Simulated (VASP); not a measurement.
Set up this calculation in VASP 6.6.1, as the native input.

* Task: single point
* Functional: PBE
* Potentials or basis: VASP PAW PBE potentials, release 64 (Hf_pv, O)
* Cutoff: 520 eV
* k mesh: 5 × 5 × 6
* Occupations: fermi-dirac, width 0.05 eV
* Spin: no spin polarisation
* Hubbard terms: Hf d U = 3.5 eV
* Dipole correction: no
* Further INCAR settings: ALGO = Normal; EDIFF = 1e-07; NBANDS = 56

The structure of HfO2 lies in POSCAR:

```
HfO2
1.0
    5.2273540317      0.0000000000      0.0000000000
    0.0000000000      5.2334675567      0.0000000000
    0.0000000000      0.0000000000      4.9853208047
Hf O
4 8
Direct
    0.2182367291      0.7820024486      0.2716055976
    0.7182367291      0.7179975514      0.7283944024
    0.7817632709      0.2179975514      0.2716055976
    0.2817632709      0.2820024486      0.7283944024
    0.1742741819      0.1727806667      0.1040837855
    0.6742741819      0.3272193333      0.8959162145
    0.8257258181      0.8272193333      0.1040837855
    0.3257258181      0.6727806667      0.8959162145
    0.0000000000      0.5000000000      0.4993305334
    0.5000000000      0.0000000000      0.5006694666
    0.0000000000      0.0000000000      0.5729497985
    0.5000000000      0.5000000000      0.4270502015
```

The input as run:

INCAR

```
SYSTEM = HfO2
ALGO = Normal
EDIFF = 1E-7
ENCUT = 520
GGA = PE
ISIF = 2
ISMEAR = -1
LASPH = .True.
LCHARG = .True.
LDAU = .True.
LDAUJ = 0 0
LDAUL = 2 -1
LDAUPRINT = 1
LDAUTYPE = 2
LDAUU = 3.5 0
LELF = .True.
LMAXMIX = 4
LREAL = .False.
LVHAR = .True.
LWAVE = .False.
NBANDS = 56
NELM = 150
PREC = Accurate
SIGMA = 0.05
```

KPOINTS

```
k-points
0
Gamma
  5 5 6
  0 0 0
```

Potentials or basis: VASP PAW PBE potentials, release 64 (Hf_pv, O).

Command:

```sh
$ cat potpaw_PBE.64/Hf_pv/POTCAR potpaw_PBE.64/O/POTCAR > POTCAR
$ mpirun -np 1 vasp_std > vasp.out
```

It gave:

| Item | Value |
| --- | --- |
| Pressure | 1.8 GPa |
| Largest force | 0.125 eV/Å |
| Band gap on the k mesh | 4.02 eV (least direct gap 4.10 eV) |

Caveat: spin-orbit coupling is left out, which moves the levels of the heavy elements; an odd mesh through Γ misses points on the zone boundary, where band edges can lie.

Wall time 5.1 min on 1 thread of Intel(R) Xeon(R) Platinum 8175M CPU @ 2.50GHz (Skylake/Cascade Lake), on a shared host, peak memory 0.36 GiB.
